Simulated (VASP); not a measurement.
Input of a VASP 6.6.1 run:

POSCAR

```
BaTiO3
1.0
    4.0214021400      0.0000000000      0.0000000000
    0.0000000000      4.0214021400      0.0000000000
    0.0000000000      0.0000000000      4.0449344000
Ba Ti O
1 1 3
Direct
    0.0000000000      0.0000000000      0.0000000000
    0.5000000000      0.5000000000      0.5021000000
    0.5000000000      0.5000000000      0.9847000000
    0.5000000000      0.0000000000      0.5130000000
    0.0000000000      0.5000000000      0.5130000000
```

File INCAR.step1:

```
SYSTEM = BaTiO3
PREC     = Accurate       ! precision mode
ENCUT    = 910            ! plane-wave cutoff, eV
ISMEAR   = -1             ! smearing method
SIGMA    = 0.1            ! smearing width, eV
LREAL    = .FALSE.        ! projectors in reciprocal space
LASPH    = .TRUE.         ! aspherical terms in the spheres
NELM     = 120            ! most SCF steps
NBANDS   = 28             ! bands
GGA      = PE             ! functional
ALGO     = Normal         ! electronic algorithm
EDIFF    = 1E-5           ! SCF threshold, eV
LWAVE    = .TRUE.         ! write WAVECAR
LCHARG   = .FALSE.        ! write CHGCAR
GGA_COMPAT= .FALSE.
```

Contents of INCAR.step2:

```
SYSTEM = BaTiO3
PREC     = Accurate       ! precision mode
ENCUT    = 910            ! plane-wave cutoff, eV
EDIFF    = 1E-6           ! SCF threshold, eV
ISMEAR   = -1             ! smearing method
SIGMA    = 0.1            ! smearing width, eV
LREAL    = .FALSE.        ! projectors in reciprocal space
LASPH    = .TRUE.         ! aspherical terms in the spheres
NELM     = 120            ! most SCF steps
ALGO     = Normal         ! electronic algorithm
ISIF     = 2              ! what is computed and relaxed
LWAVE    = .FALSE.        ! write WAVECAR
LCHARG   = .TRUE.         ! write CHGCAR
METAGGA  = R2SCAN         ! meta-GGA
LMIXTAU  = .TRUE.       
LELF     = .TRUE.         ! ELF
LVHAR    = .TRUE.       
NBANDS   = 28             ! bands
ISTART   = 1            
GGA_COMPAT= .FALSE.
```

File KPOINTS:

```
Automatic mesh
0
G
  6 6 6
  0 0 0
```

Potentials or basis: VASP PAW PBE potentials, release 64 (Ba_sv, Ti_sv, O_h).

The run is started by

```bash
$ cat potpaw_PBE.64/Ba_sv/POTCAR potpaw_PBE.64/Ti_sv/POTCAR potpaw_PBE.64/O_h/POTCAR > POTCAR
$ cp INCAR.step1 INCAR
$ mpirun -np 1 vasp_std > vasp.out
$ cp INCAR.step2 INCAR
$ mpirun -np 1 vasp_std > vasp.out
```

Problem. What does it give for the band gap on the k mesh?

Solution. 2.10 eV (least direct gap 2.28 eV).

Problem. Predict the largest force.

Solution. 0.672 eV/Å.

Problem. Estimate the pressure.

Solution. -2.5 GPa.

Stress tensor (GPa, compression positive):
```
-2.25  0.00  0.00
 0.00 -2.25  0.00
 0.00  0.00 -2.92
```

Caveat: the cutoff is under 1.25 times the usual one of these potentials, so pressure, stress and relaxed cells hold a basis-set (Pulay) error; the PAW data sets were made with another functional, which shifts forces and pressure a little; spin-orbit coupling is left out, which moves the levels of the heavy elements. A k mesh can miss the band edges.
